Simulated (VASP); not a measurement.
# Si: single point with PBE

The system is Si.

```
Si
1.0
    -2.33580    2.33580    1.34920
     2.33580   -2.33580    1.34920
     2.33580    2.33580   -1.34920
Si
2
Direct
  0.25000 0.75000 0.50000
  0.50000 0.50000 0.00000
```

This cell differs from its parent crystal: strain -0.015 along x and y, +0.015 along z.

```json
{
 "Program": "VASP 6.6.1",
 "Task": "single point",
 "Functional": "PBE",
 "Potentials or basis": "VASP PAW PBE potentials, release 64 (Si)",
 "Cutoff": "520 eV",
 "k mesh": "20 × 20 × 20",
 "Occupations": "gaussian, width 0.15 eV",
 "Spin": "no spin polarisation"
}
```

```json
{"Pressure": "5.7 GPa", "Band gap on the k mesh": "zero (band 4 reaches 12.44 eV, above the bottom of band 5 at 5.28 eV)"}
```

Stress tensor (GPa, compression positive):
```
7.68 0.00 0.00
0.00 7.68 0.00
0.00 0.00 1.83
```

Levels at points of the mesh, in eV from the Fermi level:
```
           k point  band 1  band 2  band 3  band 4  band 5  band 6  band 7  band 8
(0.00, 0.00, 0.00)  -14.07   -2.33   -2.33   -1.26    1.57    7.29    8.65    9.37
(0.50, 0.00, 0.00)   -8.07   -7.12   -2.06   -2.05   -1.48    0.93    4.73    5.60
(0.50, 0.50, 0.00)  -10.80  -10.80    0.56    0.56    3.12    3.12    7.62    7.62
(0.50, 0.50, 0.50)   -8.15   -8.15   -6.95   -6.95    4.86    4.86   13.80   13.80
```

It took 3.9 min on 1 thread of AMD EPYC 7R13, with other jobs on the host, peak memory 0.25 GiB.

Caveat: the cell differs from its parent crystal (strain -0.015 along x and y, +0.015 along z).
